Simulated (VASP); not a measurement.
# Nb (P6/mmm) in VASP: further runs

Nb is run at these levels: LDA; tasks: single point.

Program: VASP 6.6.1. These are calculated values, not measurements. Logs are shortened: lines on timing, memory, paths and dates and some standing lists are left out, and cuts for length are marked.

### Step 1. The cell of the first run

It takes space group P6/mmm (No. 191, hexagonal). Conventional cell: a = 4.792 Å, b = 4.792 Å, c = 2.634 Å, α = 90.00°, β = 90.00°, γ = 120.00°. Nb (site symmetry 6/mmm) has 14 Nb at 2.63 to 3.06 Å within 3.5 Å. Within 3.5 Å of Nb (site symmetry -6m2) lie 11 Nb at 2.63 to 3.06 Å.

### Step 2. Single point, LDA

Contents of INCAR:

```
PREC = Accurate
ENCUT = 520
EDIFF = 1E-6
ISMEAR = -1
SIGMA = 0.1
LREAL = False
LASPH = True
NELM = 60
ALGO = Normal
ISIF = 2
LWAVE = False
LCHARG = False
NBANDS = 26
```

Contents of KPOINTS:

```
regular mesh
0
Gamma
  8 8 11
```

Contents of POSCAR:

```
Nb
1.0
    4.7923130529      0.0000000000      0.0000000000
   -2.3961565265      4.1502648467      0.0000000000
    0.0000000000      0.0000000000      2.6342051625
Nb
3
Direct
    0.0000000000      0.0000000000      0.0000000000
    0.3333333333      0.6666666667      0.5000000000
    0.6666666667      0.3333333333      0.5000000000
```

Potentials or basis: VASP PAW LDA potentials, release 64 (Nb_sv).

Run with:

```
$ cat potpaw_LDA.64/Nb_sv/POTCAR > POTCAR
$ mpirun -np 1 vasp_std > vasp.out
```

OUTCAR:

```text
PREC = Accurate
   ENCUT = 520
   EDIFF = 1E-6
   ISMEAR = -1
   LREAL = False
   LASPH = True
   NELM = 60
   ISIF = 2

 ion  position               nearest neighbor table
   1  0.000  0.000  0.000-
   2  0.333  0.667  0.500-   3 2.77   3 2.77   3 2.77
   3  0.667  0.333  0.500-   2 2.77   2 2.77   2 2.77

  LATTYP: Found a hexagonal cell.
 ALAT       =     4.7923130529
 C/A-ratio  =     0.5496730146

  Lattice vectors:

 A1 = (   4.7923130529,   0.0000000000,   0.0000000000)
 A2 = (  -2.3961565265,   4.1502648467,   0.0000000000)
 A3 = (   0.0000000000,   0.0000000000,   2.6342051625)

Analysis of symmetry for initial positions (statically):
=====================================================================
 Subroutine PRICEL returns:
 Original cell was already a primitive cell.

 Routine SETGRP: Setting up the symmetry group for a
 hexagonal supercell.

 Subroutine GETGRP returns: Found 24 space group operations
 (whereof 24 operations were pure point group operations)
 out of a pool of 24 trial point group operations.

The static configuration has the point symmetry D_6h.

Analysis of symmetry for dynamics (positions and initial velocities):
=====================================================================
 Subroutine PRICEL returns:
 Original cell was already a primitive cell.

 Routine SETGRP: Setting up the symmetry group for a
 hexagonal supercell.

 Subroutine GETGRP returns: Found 24 space group operations
 (whereof 24 operations were pure point group operations)
 out of a pool of 24 trial point group operations.

The dynamic configuration has the point symmetry D_6h.

 Subroutine INISYM returns: Found 24 space group operations
 (whereof 24 operations are pure point group operations),
 and found     1 'primitive' translations

----------------------------------------------------------------------------------------

                                     Primitive cell

  volume of cell :      52.3927

  direct lattice vectors                    reciprocal lattice vectors
     4.792313053  0.000000000  0.000000000     0.208667503  0.120474239  0.000000000
    -2.396156526  4.150264847  0.000000000     0.000000000  0.240948478  0.000000000
     0.000000000  0.000000000  2.634205162     0.000000000  0.000000000  0.379621153

  length of vectors
     4.792313053  4.792313053  2.634205162     0.240948478  0.240948478  0.379621153

  position of ions in fractional coordinates (direct lattice)
     0.000000000  0.000000000  0.000000000
     0.333333333  0.666666667  0.500000000
     0.666666667  0.333333333  0.500000000

  ion indices of the primitive-cell ions
   primitive index   ion index
                 1           1
                 2           2
                 3           3

----------------------------------------------------------------------------------------

 KPOINTS: regular mesh

Automatic generation of k-mesh.
 Grid dimensions read from file:
 generate k-points for:    8    8   11

 Generating k-lattice:

  Cartesian coordinates                     Fractional coordinates (reciprocal lattice)
     0.026083438  0.015059280  0.000000000     0.125000000  0.000000000  0.000000000
     0.000000000  0.030118560  0.000000000     0.000000000  0.125000000  0.000000000
     0.000000000  0.000000000  0.034511014     0.000000000  0.000000000  0.090909091

  Length of vectors
     0.030118560  0.030118560  0.034511014

  Shift w.r.t. Gamma in fractional coordinates (k-lattice)
     0.000000000  0.000000000  0.000000000

 Subroutine IBZKPT returns following result:
 ===========================================

 Found     60 irreducible k-points:

 Following reciprocal coordinates:
            Coordinates               Weight
  0.000000  0.000000  0.000000      1.000000
  0.125000  0.000000  0.000000      6.000000
  0.250000  0.000000  0.000000      6.000000
  0.375000 -0.000000  0.000000      6.000000
  0.500000  0.000000  0.000000      3.000000
  0.125000  0.125000  0.000000      6.000000
[... 16 lines left out ...]
  0.250000  0.000000  0.181818     12.000000
  0.375000 -0.000000  0.181818     12.000000
 [... further k-points ...]
   k-points           NKPTS =     60   k-points in BZ     NKDIM =     60   number of bands    NBANDS=     26
   number of dos      NEDOS =    301   number of ions     NIONS =      3
   total plane-waves  NPLWV =  25920
   dimension x,y,z NGX =    36 NGY =   36 NGZ =   20
   dimension x,y,z NGXF=    72 NGYF=   72 NGZF=   40
   ions per type =               3
   NGX,Y,Z   is equivalent  to a cutoff of  12.49, 12.49, 12.62 a.u.
   NGXF,Y,Z  is equivalent  to a cutoff of  24.98, 24.98, 25.24 a.u.
 SYSTEM =  unknown system
   PREC   = accura    normal or accurate (medium, high low for compatibility)
   ISTART =      0    job   : 0-new  1-cont  2-samecut
   ICHARG =      2    charge: 1-file 2-atom 10-const
   ISPIN  =      1    spin polarized calculation?
   LNONCOLLINEAR =      F non collinear calculations
   LSORBIT =      F    spin-orbit coupling
   LASPH  =      T    aspherical Exc in radial PAW
   ENCUT  =  520.0 eV  38.22 Ry    6.18 a.u.   8.91  8.91  4.90*2*pi/ulx,y,z
   NELM   =     60;   NELMIN=  2; NELMDL= -5     # of ELM steps
   EDIFF  = 0.1E-05   stopping-criterion for ELM
   LREAL  =      F    real-space projection
   EDIFFG = 0.1E-04   stopping-criterion for IOM
   NSW    =      0    number of steps for IOM
   IBRION =     -1    ionic relax: 0-MD 1-quasi-New 2-CG
   NFREE  =      0    steps in history (QN), initial steepest desc. (CG)
   ISIF   =      2    stress and relaxation
   ISYM   =      2    0-nonsym 1-usesym 2-fastsym
   POTIM  = 0.5000    time-step for ionic-motion
   TEBEG  =    0.0;   TEEND  =   0.0 temperature during run
   PSTRESS=    0.0 pullay stress
   NELECT =      39.0000    total number of electrons
   NUPDOWN=      -1.0000    fix difference up-down
   EMIN   =  10.00;   EMAX   =-10.00  energy-range for DOS
   EFERMI =   0.00;   METHOD = LEGACY
   ISMEAR =    -1;   SIGMA  =   0.10  broadening in eV -4-tet -1-fermi 0-gaus
   EFERMI_NEDOS =   21; number of points for ismear=-14 and -15
   IALGO  =     38    algorithm
   IMIX   =      4    mixing-type and parameters
     AMIX     =   0.40;   BMIX     =  1.00
     AMIX_MAG =   1.60;   BMIX_MAG =  1.00
  volume/ion in A,a.u.               =      17.46       117.85
  Fermi-wavevector in a.u.,A,eV,Ry     =   1.483677  2.803744 29.950489  2.201299
  Thomas-Fermi vector in A             =   2.597309
   LORBIT       =      0    0 simple, 1 ext, 2 COOP (PROOUT), +10 PAW based schemes
   GGA     = CA    functional components
   LHFCALC =     F    Hartree Fock is set to
   AEXX    =    0.0000 exact exchange contribution
   IVDW    =     0    specifies the selected vdW correction
   LEPSILON=     F    determine dielectric tensor
   LRPA    =     F    only Hartree local field effects (RPA)
 non-spin polarized calculation
  energy-cutoff  :      520.00
  volume of cell :       52.39
 maximum number of plane-waves:      1432
 NGX is ok and might be reduce to    36
   NGX = 17   NGY = 17   NGZ =  9

 number of electron      39.0000000 magnetization

 Free energy of the ion-electron system (eV)
  ---------------------------------------------------
  ext. energy  EPLUGINS =         0.00000000
  ---------------------------------------------------
  free energy    TOTEN  =       -33.16794130 eV

  energy without entropy =      -33.07491769  energy(sigma->0) =      -33.12142950

 E-fermi :  11.6524     XC(G=0): -12.8608

 val. band max:       11.6411265818   @ k =   0.1250   0.1250   0.0000
 cond. band min:      11.6614402942   @ k =   0.2500   0.0000   0.1818
 fundamental gap:      0.0203137125
 Fermi energy:        11.6524124816

 k-point     1 :       0.0000    0.0000    0.0000
  band No.  band energies     occupation
      1     -42.6741      2.00000
      2     -42.4237      2.00000
      3     -42.3809      2.00000
      4     -19.2212      2.00000
      5     -19.2212      2.00000
      6     -18.9659      2.00000
[... 18 lines left out ...]
     25      14.7043      0.00000
     26      14.7043      0.00000

 k-point     2 :       0.1250    0.0000    0.0000
  band No.  band energies     occupation
      1     -42.6623      2.00000
      2     -42.4278      2.00000
      3     -42.3891      2.00000
      4     -19.3010      2.00000
      5     -19.2651      2.00000
      6     -18.8697      2.00000
[... 18 lines left out ...]
     25      15.1838      0.00000
     26      15.2423      0.00000

 k-point     3 :       0.2500    0.0000    0.0000
  band No.  band energies     occupation
      1     -42.6294      2.00000
      2     -42.4407      2.00000
      3     -42.4104      2.00000
      4     -19.4153      2.00000
      5     -19.2682      2.00000
      6     -18.7076      2.00000
[... 18 lines left out ...]
     25      15.7101      0.00000
     26      15.8846      0.00000

 k-point     4 :       0.3750   -0.0000    0.0000
  band No.  band energies     occupation
      1     -42.5819      2.00000
      2     -42.4711      2.00000
      3     -42.4288      2.00000
      4     -19.4947      2.00000
      5     -19.1667      2.00000
      6     -18.6725      2.00000
[... 18 lines left out ...]
     25      15.6211      0.00000
     26      16.4317      0.00000
[... 496 lines left out ...]
      1     -42.5759      2.00000
      2     -42.3651      2.00000
      3     -42.3169      2.00000
      4     -19.2058      2.00000
      5     -19.1726      2.00000
      6     -18.7760      2.00000
[... 18 lines left out ...]
     25      14.7781      0.00000
     26      14.8705      0.00000

 k-point    23 :       0.2500    0.0000    0.1818
  band No.  band energies     occupation
      1     -42.5456      2.00000
      2     -42.3750      2.00000
      3     -42.3385      2.00000
      4     -19.3022      2.00000
      5     -19.1735      2.00000
      6     -18.6427      2.00000
[... 18 lines left out ...]
     25      15.0769      0.00000
     26      15.3111      0.00000

 k-point    24 :       0.3750   -0.0000    0.1818
  band No.  band energies     occupation
      1     -42.5021      2.00000
      2     -42.3985      2.00000
      3     -42.3594      2.00000
      4     -19.3719      2.00000
      5     -19.0948      2.00000
      6     -18.6855      2.00000
[... 18 lines left out ...]
     25      14.5426      0.00000
     26      15.3794      0.00000

 [... further k-points ...]
[... 5 lines left out ...]
  --------------------------------------------------------------------------------------
  -------------------------------------------------------------------------------------
  Total       -0.0390843     -0.0390843     -0.0225944      0.0000000     -0.0000000      0.0000000
  in kB       -1.1952044     -1.1952044     -0.6909421      0.0000000     -0.0000000      0.0000000
  external PRESSURE =      -1.0271170 kB  Pullay stress =       0.0000000 kB

 VOLUME and BASIS-vectors are now :
 -----------------------------------------------------------------------------
  energy-cutoff  :      520.00
  volume of cell :       52.39
      direct lattice vectors                 reciprocal lattice vectors
     4.792313053  0.000000000  0.000000000     0.208667503  0.120474239  0.000000000
    -2.396156526  4.150264847  0.000000000     0.000000000  0.240948478  0.000000000
     0.000000000  0.000000000  2.634205162     0.000000000  0.000000000  0.379621153

 POSITION                                       TOTAL-FORCE (eV/Angst)
 -----------------------------------------------------------------------------------
      0.00000      0.00000      0.00000         0.000000      0.000000      0.000000
     -0.00000      2.76684      1.31710        -0.000000     -0.000000     -0.000000
      2.39616      1.38342      1.31710         0.000000      0.000000      0.000000
 -----------------------------------------------------------------------------------
    total drift:                                0.000000      0.000000     -0.000000

  FREE ENERGIE OF THE ION-ELECTRON SYSTEM (eV)
  ---------------------------------------------------
  free  energy   TOTEN  =       -33.1679413032 eV

  energy  without entropy=      -33.0749176896  energy(sigma->0) =      -33.12142950
```

It took 77 s on 1 thread of Intel Xeon Platinum 8259CL at 2.50GHz (Skylake/Cascade Lake), shared host; peak memory 0.18 GiB.

Results:

```
Free energy : -33.1679 eV
Pressure    : -0.1 GPa
```

### Step 3. Single point, LDA (volume scaled by 0.88)

Contents of INCAR:

```
SYSTEM = Nb
PREC = Accurate ; ENCUT = 520
EDIFF = 1E-6 ; ISMEAR = -1
SIGMA = 0.1 ; LREAL = .FALSE.
LASPH = .TRUE. ; NELM = 60
ALGO = Normal ; ISIF = 2
LWAVE = .FALSE. ; LCHARG = .FALSE.
NBANDS = 26
```

Contents of KPOINTS:

```
regular mesh
0
G
  9 9 13
  0 0 0
```

Contents of POSCAR:

```
Nb
1.0
    4.5923967846      0.0000000000      0.0000000000
   -2.2961983923      3.9771322797      0.0000000000
    0.0000000000      0.0000000000      2.5243165846
Nb
3
Direct
    0.0000000000      0.0000000000      0.0000000000
    0.3333333333      0.6666666667      0.5000000000
    0.6666666667      0.3333333333      0.5000000000
```

Potentials or basis: VASP PAW LDA potentials, release 64 (Nb_sv).

Run with:

```
$ cat potpaw_LDA.64/Nb_sv/POTCAR > POTCAR
$ mpirun -np 1 vasp_std > vasp.out
```

Wall time 94 s (1 thread of Intel Xeon Platinum 8259CL at 2.50GHz (Skylake/Cascade Lake), shared host); peak memory 0.2 GiB.

Results (log left out):

- Free energy: -32.6356 eV
- Pressure: 30.3 GPa

Stress tensor (GPa, compression positive):
```
29.40  0.00  0.00
 0.00 29.40  0.00
 0.00  0.00 31.97
```

Levels at points of the mesh, in eV from the Fermi level:
```tsv
k point	band 18	band 19	band 20	band 21	band 22	band 23
(0.00, 0.00, 0.00)	-1.23	-1.23	-1.23	0.55	0.55	3.41
```

(Part 1 of 2 ends here.)
